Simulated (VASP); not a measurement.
# FeO (Fm-3m) in VASP: single point with LDA

Aim: the single point of FeO with LDA.

All numbers are computed with VASP 6.6.1; they aren't measurements. Logs are shortened: lines on timing, memory, paths and dates and some standing lists are left out, and cuts for length are marked.

### 1 The cell of the first run

The structure is cubic, space group Fm-3m (No. 225). Conventional cell: a = 3.964 Å, b = 3.964 Å, c = 3.964 Å, α = 90.00°, β = 90.00°, γ = 90.00°. Fe (site symmetry m-3m) has 6 O at 1.98 Å within 2.6 Å. Within 2.6 Å of O (site symmetry m-3m) lie 6 Fe at 1.98 Å.

### 2 Single point, LDA

File INCAR:

```
SYSTEM = FeO
PREC = Accurate
ENCUT = 700
EDIFF = 1E-6
ISMEAR = -1
SIGMA = 0.1
LREAL = .FALSE.
LASPH = .TRUE.
NELM = 120
ALGO = Normal
ISIF = 2
LWAVE = .FALSE.
LCHARG = .TRUE.
GGA = CA
LELF = .TRUE.
LVHAR = .TRUE.
NBANDS = 18
GGA_COMPAT = .FALSE.
```

File KPOINTS:

```
Automatic mesh
0
G
  8 8 8
  0 0 0
```

File POSCAR:

```
FeO
1.0
    0.0000000000      1.9822290000      1.9822290000
    1.9822290000      0.0000000000      1.9822290000
    1.9822290000      1.9822290000      0.0000000000
Fe O
1 1
Direct
    0.0000000000      0.0000000000      0.0000000000
    0.5000000000      0.5000000000      0.5000000000
```

Potentials or basis: VASP PAW LDA potentials, release 64 (Fe_sv, O).

Command:

```bash
$ cat potpaw_LDA.64/Fe_sv/POTCAR potpaw_LDA.64/O/POTCAR > POTCAR
$ mpirun -np 1 vasp_std > vasp.out
```

OUTCAR:

```text
SYSTEM = FeO
   PREC = Accurate
   ENCUT = 700
   EDIFF = 1E-6
   ISMEAR = -1
   LREAL = .FALSE.
   LASPH = .TRUE.
   NELM = 120
   ISIF = 2
   GGA = CA

 ion  position               nearest neighbor table
   1  0.000  0.000  0.000-   2 1.98   2 1.98   2 1.98   2 1.98   2 1.98   2 1.98
   2  0.500  0.500  0.500-   1 1.98   1 1.98   1 1.98   1 1.98   1 1.98   1 1.98

  LATTYP: Found a face centered cubic cell.
 ALAT       =     3.9644580000

  Lattice vectors:

 A1 = (   0.0000000000,   1.9822290000,   1.9822290000)
 A2 = (   1.9822290000,   0.0000000000,   1.9822290000)
 A3 = (   1.9822290000,   1.9822290000,   0.0000000000)

Analysis of symmetry for initial positions (statically):
=====================================================================
 Subroutine PRICEL returns:
 Original cell was already a primitive cell.

 Routine SETGRP: Setting up the symmetry group for a
 face centered cubic supercell.

 Subroutine GETGRP returns: Found 48 space group operations
 (whereof 48 operations were pure point group operations)
 out of a pool of 48 trial point group operations.

The static configuration has the point symmetry O_h .

Analysis of symmetry for dynamics (positions and initial velocities):
=====================================================================
 Subroutine PRICEL returns:
 Original cell was already a primitive cell.

 Routine SETGRP: Setting up the symmetry group for a
 face centered cubic supercell.

 Subroutine GETGRP returns: Found 48 space group operations
 (whereof 48 operations were pure point group operations)
 out of a pool of 48 trial point group operations.

The dynamic configuration has the point symmetry O_h .

 Subroutine INISYM returns: Found 48 space group operations
 (whereof 48 operations are pure point group operations),
 and found     1 'primitive' translations

----------------------------------------------------------------------------------------

                                     Primitive cell

  volume of cell :      15.5773

  direct lattice vectors                    reciprocal lattice vectors
     0.000000000  1.982229000  1.982229000    -0.252241290  0.252241290  0.252241290
     1.982229000  0.000000000  1.982229000     0.252241290 -0.252241290  0.252241290
     1.982229000  1.982229000  0.000000000     0.252241290  0.252241290 -0.252241290

  length of vectors
     2.803295136  2.803295136  2.803295136     0.436894730  0.436894730  0.436894730

  position of ions in fractional coordinates (direct lattice)
     0.000000000  0.000000000  0.000000000
[... 77 lines left out ...]
   NELM   =    120;   NELMIN=  2; NELMDL= -5     # of ELM steps
   EDIFF  = 0.1E-05   stopping-criterion for ELM
   LREAL  =      F    real-space projection
   EDIFFG = 0.1E-04   stopping-criterion for IOM
   NSW    =      0    number of steps for IOM
   IBRION =     -1    ionic relax: 0-MD 1-quasi-New 2-CG
   NFREE  =      0    steps in history (QN), initial steepest desc. (CG)
   ISIF   =      2    stress and relaxation
   ISYM   =      2    0-nonsym 1-usesym 2-fastsym
   POTIM  = 0.5000    time-step for ionic-motion
   TEBEG  =    0.0;   TEEND  =   0.0 temperature during run
   PSTRESS=    0.0 pullay stress
   NELECT =      22.0000    total number of electrons
   NUPDOWN=      -1.0000    fix difference up-down
   EMIN   =  10.00;   EMAX   =-10.00  energy-range for DOS
   EFERMI =   0.00;   METHOD = LEGACY
   ISMEAR =    -1;   SIGMA  =   0.10  broadening in eV -4-tet -1-fermi 0-gaus
   EFERMI_NEDOS =   21; number of points for ismear=-14 and -15
   IALGO  =     38    algorithm
   IMIX   =      4    mixing-type and parameters
     AMIX     =   0.40;   BMIX     =  1.00
     AMIX_MAG =   1.60;   BMIX_MAG =  1.00
  volume/ion in A,a.u.               =       7.79        52.56
  Fermi-wavevector in a.u.,A,eV,Ry     =   1.836758  3.470969 45.901694  3.373679
  Thomas-Fermi vector in A             =   2.889880
   LORBIT       =      0    0 simple, 1 ext, 2 COOP (PROOUT), +10 PAW based schemes
   GGA     = CA    functional components
   LHFCALC =     F    Hartree Fock is set to
   AEXX    =    0.0000 exact exchange contribution
   IVDW    =     0    specifies the selected vdW correction
   LEPSILON=     F    determine dielectric tensor
   LRPA    =     F    only Hartree local field effects (RPA)
 non-spin polarized calculation
  energy-cutoff  :      700.00
  volume of cell :       15.58
 maximum number of plane-waves:       670
   NGX = 13   NGY = 13   NGZ = 13

 number of electron      21.9999990 magnetization

 Free energy of the ion-electron system (eV)
  ---------------------------------------------------
  ext. energy  EPLUGINS =         0.00000000
  ---------------------------------------------------
  free energy    TOTEN  =       -16.08271611 eV

  energy without entropy =      -15.94210723  energy(sigma->0) =      -16.01241167

 E-fermi :  12.9098     XC(G=0): -14.6105

 val. band max:       12.8794795437   @ k =  -0.3750   0.3750   0.0000
 cond. band min:      12.9214897417   @ k =   0.5000   0.3750   0.1250
 fundamental gap:      0.0420101980
 Fermi energy:        12.9098362540

 k-point     1 :       0.0000    0.0000    0.0000
  band No.  band energies     occupation
      1     -73.2547      2.00000
      2     -39.8407      2.00000
      3     -39.8407      2.00000
      4     -39.8407      2.00000
      5      -9.7140      2.00000
      6       8.1143      2.00000
[... 481 lines left out ...]
      5      -7.8106      2.00000
      6       3.2434      2.00000
[... 10 lines left out ...]
     17      29.2188      0.00000
     18      36.4582      0.00000

 [... further k-points ...]

------------------------ aborting loop because EDIFF is reached ----------------------------------------

  FORCE on cell =-STRESS in cart. coord.  units (eV):
  Direction    XX          YY          ZZ          XY          YZ          ZX
  --------------------------------------------------------------------------------------
  -------------------------------------------------------------------------------------
  Total        0.4249004      0.4249004      0.4249004      0.0000000      0.0000000      0.0000000
  in kB       43.7024939     43.7024939     43.7024939      0.0000000      0.0000000      0.0000000
  external PRESSURE =      43.7024939 kB  Pullay stress =       0.0000000 kB

 VOLUME and BASIS-vectors are now :
 -----------------------------------------------------------------------------
  energy-cutoff  :      700.00
  volume of cell :       15.58
      direct lattice vectors                 reciprocal lattice vectors
     0.000000000  1.982229000  1.982229000    -0.252241290  0.252241290  0.252241290
     1.982229000  0.000000000  1.982229000     0.252241290 -0.252241290  0.252241290
     1.982229000  1.982229000  0.000000000     0.252241290  0.252241290 -0.252241290

 POSITION                                       TOTAL-FORCE (eV/Angst)
 -----------------------------------------------------------------------------------
      0.00000      0.00000      0.00000         0.000000      0.000000     -0.000000
      1.98223      1.98223      1.98223         0.000000     -0.000000      0.000000
 -----------------------------------------------------------------------------------
    total drift:                                0.000000     -0.000000     -0.000000

  FREE ENERGIE OF THE ION-ELECTRON SYSTEM (eV)
  ---------------------------------------------------
  free  energy   TOTEN  =       -16.0827161073 eV

  energy  without entropy=      -15.9421072341  energy(sigma->0) =      -16.01241167
```

OSZICAR:

```text
N       E                     dE             d eps       ncg     rms          rms(c)
DAV:   1     0.325883752887E+03    0.32588E+03   -0.15526E+04  1072   0.216E+03
DAV:   2    -0.693242936931E+00   -0.32658E+03   -0.31483E+03  1062   0.602E+02
DAV:   3    -0.178898889403E+02   -0.17197E+02   -0.16935E+02  1188   0.161E+02
DAV:   4    -0.182411728394E+02   -0.35128E+00   -0.35106E+00  1174   0.249E+01
DAV:   5    -0.182509251884E+02   -0.97523E-02   -0.97521E-02  1186   0.439E+00    0.168E+01
DAV:   6    -0.171444436518E+02    0.11065E+01   -0.16083E+01  1514   0.693E+01    0.152E+01
DAV:   7    -0.161295722806E+02    0.10149E+01   -0.46102E+00  1480   0.450E+01    0.631E+00
DAV:   8    -0.160883815654E+02    0.41191E-01   -0.24217E-01  1464   0.684E+00    0.167E+00
DAV:   9    -0.160830962734E+02    0.52853E-02   -0.18849E-02  1386   0.294E+00    0.235E-01
DAV:  10    -0.160827460656E+02    0.35021E-03   -0.16204E-03  1618   0.590E-01    0.691E-02
DAV:  11    -0.160827244944E+02    0.21571E-04   -0.11315E-04  1166   0.176E-01    0.276E-02
DAV:  12    -0.160827159895E+02    0.85050E-05   -0.14578E-05  1598   0.628E-02    0.770E-03
DAV:  13    -0.160827161073E+02   -0.11788E-06   -0.19313E-06   822   0.186E-02
   1 F= -.16082716E+02 E0= -.16012412E+02  d E =-.140609E+00
```

Wall time 9.1 s (1 thread of AMD EPYC 7R13 (Zen 3), shared host); peak memory 0.1 GiB.

What came out:

| Quantity | Value |
| --- | --- |
| Free energy | -16.0827 eV |
| Pressure | 4.4 GPa |
| Band gap on the k mesh | zero (bands 11 and 12 overlap by 1.54 eV) |

Levels at points of the mesh, in eV from the Fermi level:
| k point | band 8 | band 9 | band 10 | band 11 | band 12 | band 13 | band 14 | band 15 |
| --- | --- | --- | --- | --- | --- | --- | --- | --- |
| (0.00, 0.00, 0.00) | -4.80 | -2.03 | -2.03 | -2.03 | -1.48 | -1.48 | 2.57 | 16.63 |
| (0.50, 0.00, 0.00) | -7.57 | -0.46 | -0.46 | -0.07 | 2.35 | 2.35 | 5.44 | 11.73 |
| (0.50, 0.50, 0.00) | -6.16 | -3.88 | -0.75 | 0.06 | 0.06 | 0.34 | 8.46 | 10.84 |

Caveat: the cell stands under pressure; the run has no spin polarisation, though such a crystal can be magnetic; semilocal functionals often make such compounds metallic where correlation or magnetic order opens a gap, which also shifts bond lengths.

The gap in the log of VASP goes by the Fermi energy; the results here count the filled bands.